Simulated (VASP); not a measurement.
Runs of VASP 6.6.1 on Y. The structure is that of space group Fm-3m (No. 225), or close to it. The cells are those of the table. This isn't the form of Y at room conditions, which is hcp.

```csv
spin,cell,k mesh,cutoff (eV),k mesh for the DOS,occupations for the DOS,gap on the mesh (eV),pressure (GPa),moment (μB)
off,"a = 3.596 Å, angles 60.0°, 1 atom",6 × 6 × 6,500,-,-,none,(a),-
"non-collinear, zero start, SOC","a = 3.574 Å, angles 60.0°, 1 atom",14 × 14 × 14,500,-,-,-,0.0,0.00
off,"a = 3.603 Å, angles 60.0°, 1 atom",6 × 6 × 6,520,-,-,none,-1.0,-
"non-collinear, zero start, SOC","a = 3.578 Å, angles 60.0°, 1 atom",14 × 14 × 14,520,21 × 21 × 21,tetrahedron,-,-,0.00
off,"a = 3.574 Å, angles 60.0°, 1 atom",6 × 6 × 6,500,-,-,none,-0.1,-
```

Alike in all rows: task single point; level PBE; potentials or basis VASP PAW PBE potentials, release 64 (Y_sv); smearing gaussian 0.05 eV.

**Question.** Estimate the missing entries.

**Answer.** (a) -0.8.

A k mesh can miss the band edges, and rows without SOC leave out spin-orbit coupling on Y.

A gap of «none» marks levels without a gap at the run's occupations.
